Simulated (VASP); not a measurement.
Crystal: Sc.

```xyz
2
Lattice="3.3088 0.0000 0.0000 -1.6544 2.8655 0.0000 0.0000 0.0000 5.2680" Properties=species:S:1:pos:R:3 pbc="T T T"
Sc    0.0000    1.9103    1.3170
Sc    1.6544    0.9552    3.9510
```

Base run:

- Program: VASP 6.6.1
- Functional: r2SCAN
- Potentials or basis: VASP PAW PBE potentials, release 64 (Sc_sv)
- Cutoff: 520 eV
- k mesh: 13 × 13 × 7
- Occupations: fermi-dirac, width 0.03 eV
- Spin: no spin polarisation

Its results: band gap on the k mesh zero (bands 11 and 12 overlap by 1.29 eV); pressure 0.1 GPa.

Task: The run is repeated on the same cell with these changes: functional from r2SCAN to LDA; potentials or basis from VASP PAW PBE potentials, release 64 (Sc_sv) to VASP PAW LDA potentials, release 64 (Sc_sv). What comes out?

Result: Band gap on the k mesh zero (bands 11 and 12 overlap by 1.19 eV); pressure -5.2 GPa.

Caveats: the PAW data sets were made with another functional, which shifts forces and pressure a little (at least some runs); the cell stands under tension (at least some runs).
